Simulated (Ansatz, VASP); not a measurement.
Two plane-wave programs on Hf3Br

```
Hf Br
1.0
     3.21842    0.00000    0.00000
     0.00000    3.21842    0.00000
     0.00000    0.00000    8.76785
Hf Br
3 1
Cartesian
  1.6092 1.6092 6.5073
  0.0000 0.0000 4.3839
  1.6092 1.6092 2.2605
  0.0000 0.0000 0.0000
```

Change from the starting cell: species swapped into the Tm3Mg type (P4/mmm, No. 123).

Alike in both runs: functional PBE; k mesh 14 × 14 × 6; occupations gaussian, width 0.1 eV; no spin polarisation.

Ansatz relaxed the structure, and its values are those at the end. VASP's run is a single point on that final structure, the one shown.

```csv
,VASP,Ansatz
version,VASP 6.6.1,Ansatz 0.2.0
potentials or method,"VASP PAW PBE potentials, release 64 (Hf_pv, Br), cutoff 520 eV","scalar-relativistic, plane waves, PAW"
valence electrons in the cell,37,85
```

```tsv
	VASP	Ansatz	Ansatz less VASP
gap on the k mesh at the Fermi level (eV)	none	none	-
pressure (GPa)	-0.5	0.0	+0.45
rms of the force components (eV/Å)	0.006	0.003	-0.0026
```

A gap of «none» marks a metal or a gap that the smearing closes. The functional is the same, so the differences come from potentials, cutoffs and numerics. VASP's potentials hold 37 valence electrons a cell and Ansatz's 85, so a difference there can come from the potentials and not from the codes.

Neither program's run includes spin-orbit coupling.
